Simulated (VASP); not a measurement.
# AlCo (R-3m) in VASP: a series of runs, part 2 of 2

VASP 6.6.1. The steps go on from the part before.

## (4) Single point, PBE, collinear spin, ferrimagnetic start

This run uses another cell than the first one, of the same volume but with other edges.

The input, INCAR:

```
  PREC = Accurate
  ENCUT = 520
  EDIFF = 1E-6
  ISMEAR = 0
  SIGMA = 0.15
  LREAL = F
  LASPH = T
  NELM = 150
  ALGO = Fast
  ISIF = 2
  LWAVE = F
  LCHARG = F
  ISPIN = 2
  MAGMOM = -0.01 0.16
  LORBIT = 11
  LMAXMIX = 4
  GGA = PE
  NBANDS = 17
```

The input, KPOINTS:

```
Automatic mesh
0
Gamma
  18 18 18
```

The input, POSCAR:

```
AlCo
1.0
    2.8970691823     -0.4457029511     -0.4457029511
   -0.4457029511      2.8970691823     -0.4457029511
   -0.4457029511     -0.4457029511      2.8970691823
Al Co
1 1
Direct
    0.0000000000      0.0000000000      0.0000000000
    0.5000000000      0.5000000000      0.5000000000
```

Potentials or basis: VASP PAW PBE potentials, release 64 (Al, Co).

On the command line:

```
> cat potpaw_PBE.64/Al/POTCAR potpaw_PBE.64/Co/POTCAR > POTCAR
> mpirun -np 1 vasp_std > vasp.out
```

OUTCAR:

```text
PREC = Accurate
   ENCUT = 520
   EDIFF = 1E-6
   ISMEAR = 0
   LREAL = F
   LASPH = T
   NELM = 150
   ISIF = 2
   ISPIN = 2
   LORBIT = 11
   GGA = PE

 ion  position               nearest neighbor table
   1  0.000  0.000  0.000-   2 1.74   2 1.74   2 2.79   2 2.79   2 2.79   2 2.79   2 2.79   2 2.79

   2  0.500  0.500  0.500-   1 1.74   1 1.74   1 2.79   1 2.79   1 2.79   1 2.79   1 2.79   1 2.79

  LATTYP: Found a trigonal (rhomboedric) cell.
 ALAT       =     2.9648460480
 COS(alpha) =    -0.2711864407

  Lattice vectors:

 A1 = (   2.8970691823,  -0.4457029511,  -0.4457029511)
 A2 = (  -0.4457029511,   2.8970691823,  -0.4457029511)
 A3 = (  -0.4457029511,  -0.4457029511,   2.8970691823)

Analysis of symmetry for initial positions (statically):
=====================================================================
 Subroutine PRICEL returns:
 Original cell was already a primitive cell.

 Routine SETGRP: Setting up the symmetry group for a
 trigonal (rhombohedral) supercell.

 Subroutine GETGRP returns: Found 12 space group operations
 (whereof 12 operations were pure point group operations)
 out of a pool of 12 trial point group operations.

The static configuration has the point symmetry D_3d.

Analysis of symmetry for dynamics (positions and initial velocities):
=====================================================================
 Subroutine PRICEL returns:
 Original cell was already a primitive cell.

 Routine SETGRP: Setting up the symmetry group for a
 trigonal (rhombohedral) supercell.

 Subroutine GETGRP returns: Found 12 space group operations
 (whereof 12 operations were pure point group operations)
 out of a pool of 12 trial point group operations.

The dynamic configuration has the point symmetry D_3d.

Analysis of structural, dynamic, and magnetic symmetry:
[... 154 lines left out ...]

 Free energy of the ion-electron system (eV)
  ---------------------------------------------------
  ext. energy  EPLUGINS =         0.00000000
  ---------------------------------------------------
  free energy    TOTEN  =        -5.61988074 eV

  energy without entropy =       -5.60676611  energy(sigma->0) =       -5.61332343

 E-fermi :  11.0367     XC(G=0): -12.2360

 val. band max:       11.0366222222   @ k =   0.4444   0.2222   0.0000
 cond. band min:      11.0370800305   @ k =   0.4444   0.2222   0.0000
 fundamental gap:      0.0004578083
 Fermi energy:        11.0367090250

 spin component 1

 k-point     1 :       0.0000    0.0000    0.0000
  band No.  band energies     occupation
      1       0.0156      1.00000
      2       7.8018      1.00000
      3       7.8018      1.00000
      4       7.9976      1.00000
      5       9.8371      1.00000
      6       9.8371      1.00000
[... 459 lines left out ...]
      6       9.9438      1.00000
[... 9 lines left out ...]
     16      32.6183      0.00000
     17      32.9032      0.00000

 [... further k-points ...]

 spin component 2

 k-point     1 :       0.0000    0.0000    0.0000
  band No.  band energies     occupation
      1       0.0155      1.00000
      2       7.8021      1.00000
      3       7.8021      1.00000
      4       7.9978      1.00000
      5       9.8374      1.00000
      6       9.8374      1.00000
[... 459 lines left out ...]
      6       9.9441      1.00000
[... 9 lines left out ...]
     16      32.6183      0.00000
     17      32.9032      0.00000

 [... further k-points ...]

------------------------ aborting loop because EDIFF is reached ----------------------------------------

  FORCE on cell =-STRESS in cart. coord.  units (eV):
  Direction    XX          YY          ZZ          XY          YZ          ZX
  --------------------------------------------------------------------------------------
  -------------------------------------------------------------------------------------
  Total       11.0754110     11.0754110     11.0754110     15.0177061     15.0177061     15.0177061
  in kB      791.7696742    791.7696742    791.7696742   1073.6002704   1073.6002704   1073.6002704
  external PRESSURE =     791.7696742 kB  Pullay stress =       0.0000000 kB

 VOLUME and BASIS-vectors are now :
 -----------------------------------------------------------------------------
  energy-cutoff  :      520.00
  volume of cell :       22.41
      direct lattice vectors                 reciprocal lattice vectors
     2.897069182 -0.445702951 -0.445702951     0.365631330  0.066478424  0.066478424
    -0.445702951  2.897069182 -0.445702951     0.066478424  0.365631330  0.066478424
    -0.445702951 -0.445702951  2.897069182     0.066478424  0.066478424  0.365631330

 POSITION                                       TOTAL-FORCE (eV/Angst)
 -----------------------------------------------------------------------------------
      0.00000      0.00000      0.00000        -0.000000      0.000000      0.000000
      1.00283      1.00283      1.00283         0.000000     -0.000000      0.000000
 -----------------------------------------------------------------------------------
    total drift:                                0.000000     -0.000000     -0.000000

  FREE ENERGIE OF THE ION-ELECTRON SYSTEM (eV)
  ---------------------------------------------------
  free  energy   TOTEN  =        -5.6198807413 eV

  energy  without entropy=       -5.6067661124  energy(sigma->0) =       -5.61332343

 total charge

# of ion       s       p       d       tot
------------------------------------------
    1        0.508   0.521   0.000   1.029
    2        0.513   0.453   8.016   8.982
--------------------------------------------------
tot          1.021   0.974   8.016  10.011

 magnetization (x)

# of ion       s       p       d       tot
------------------------------------------
    1       -0.000  -0.000   0.000  -0.000
    2        0.000  -0.000   0.000   0.000
--------------------------------------------------
tot          0.000  -0.000   0.000   0.000
```

It took 4.3 min on 1 thread of AMD EPYC 9R45 (Zen 5), shared host; peak memory 0.4 GiB.

What came out:

* Free energy: -5.6199 eV
* Pressure: 79.2 GPa
* Band gap on the k mesh: zero (filled and empty bands overlap)
* Net moment: 0.00 μB per cell
* Valence electrons inside the program's atomic spheres: Al 1.03; Co 8.98

Stress tensor (GPa, compression positive):
```
 79.18 107.36 107.36
107.36  79.18 107.36
107.36 107.36  79.18
```

## (5) Single point, PBE, collinear spin, ferrimagnetic start

The input, INCAR:

```
SYSTEM = AlCo
  ALGO = Normal
  EDIFF = 1E-7
  ENCUT = 520
  GGA = PE
  ISIF = 2
  ISMEAR = 0
  ISPIN = 2
  LASPH = .True.
  LCHARG = .True.
  LELF = .True.
  LMAXMIX = 4
  LORBIT = 11
  LREAL = .False.
  LVHAR = .True.
  LWAVE = .False.
  MAGMOM = -0.01 0.16
  NBANDS = 17
  NELM = 150
  PREC = Accurate
  SIGMA = 0.15
```

The input, KPOINTS:

```
k-points
0
Gamma
  18 18 18
  0 0 0
```

The input, POSCAR:

```
AlCo
1.0
    2.8275338963     -0.1488175735     -0.1488175735
   -0.1488175735      2.8275338963     -0.1488175735
   -0.1488175735     -0.1488175735      2.8275338963
Al Co
1 1
Direct
    0.0000000000      0.0000000000      0.0000000000
    0.5000000000      0.5000000000      0.5000000000
```

On the command line:

```
> cat potpaw_PBE.64/Al/POTCAR potpaw_PBE.64/Co/POTCAR > POTCAR
> mpirun -np 1 vasp_std > vasp.out
```

Run time: 3.9 min. Hardware: 1 thread of AMD EPYC 9R45 (Zen 5), shared host; peak memory 0.4 GiB.

Results (log left out):

```
Free energy                                           : -11.5087 eV
Pressure                                              : 13.0 GPa
Band gap on the k mesh                                : zero (filled and empty bands overlap)
Net moment                                            : 0.00 μB per cell
Valence electrons inside the program's atomic spheres : Al 0.86; Co 8.56
```

Stress tensor (GPa, compression positive):
```
13.04 22.51 22.51
22.51 13.04 22.51
22.51 22.51 13.04
```

Levels at points of the mesh, in eV from the Fermi level:
Spin up:
```tsv
k point	band 2	band 3	band 4	band 5	band 6	band 7	band 8	band 9	band 10	band 11
(0.00, 0.00, 0.00)	-3.06	-3.06	-1.33	-0.81	-0.81	5.80	6.68	6.68	9.15	9.15
(0.50, 0.00, 0.00)	-6.72	-2.54	-2.11	-1.49	-0.82	0.21	7.85	10.13	11.54	11.57
(0.50, 0.50, 0.00)	-3.48	-3.17	-1.71	-1.70	-1.53	-0.28	2.25	4.19	11.80	15.18
(0.50, 0.50, 0.50)	-4.25	-3.79	-0.26	-0.26	1.70	1.70	2.45	5.03	5.03	5.87
```
Spin down:
| k point | band 2 | band 3 | band 4 | band 5 | band 6 | band 7 | band 8 | band 9 | band 10 | band 11 |
| --- | --- | --- | --- | --- | --- | --- | --- | --- | --- | --- |
| (0.00, 0.00, 0.00) | -3.06 | -3.06 | -1.33 | -0.81 | -0.81 | 5.80 | 6.68 | 6.68 | 9.15 | 9.15 |
| (0.50, 0.00, 0.00) | -6.72 | -2.54 | -2.11 | -1.49 | -0.82 | 0.21 | 7.85 | 10.13 | 11.54 | 11.57 |
| (0.50, 0.50, 0.00) | -3.48 | -3.17 | -1.70 | -1.70 | -1.53 | -0.28 | 2.25 | 4.19 | 11.80 | 15.18 |
| (0.50, 0.50, 0.50) | -4.25 | -3.79 | -0.26 | -0.26 | 1.70 | 1.70 | 2.45 | 5.03 | 5.03 | 5.87 |

## (6) Summary

| cell | gap on the mesh (eV) | pressure (GPa) | moment (μB) |
| --- | --- | --- | --- |
| a = 2.841 Å, angles 82.7°, 2 atoms | none | 12.5 | 0.00 |
| a = 3.016 Å, angles 67.3°, 2 atoms | none | 33.7 | 0.00 |
| a = 2.965 Å, angles 105.7°, 2 atoms | none | 79.2 | 0.00 |
| a = 2.835 Å, angles 95.9°, 2 atoms | none | 13.0 | 0.00 |

Alike in all rows: task single point; level PBE; potentials or basis VASP PAW PBE potentials, release 64 (Al, Co); spin collinear, ferrimagnetic start; k mesh 18 × 18 × 18; cutoff (eV) 520; smearing gaussian 0.15 eV.

Total energies depend on the potentials used, so only differences within one code and one set of settings carry meaning.
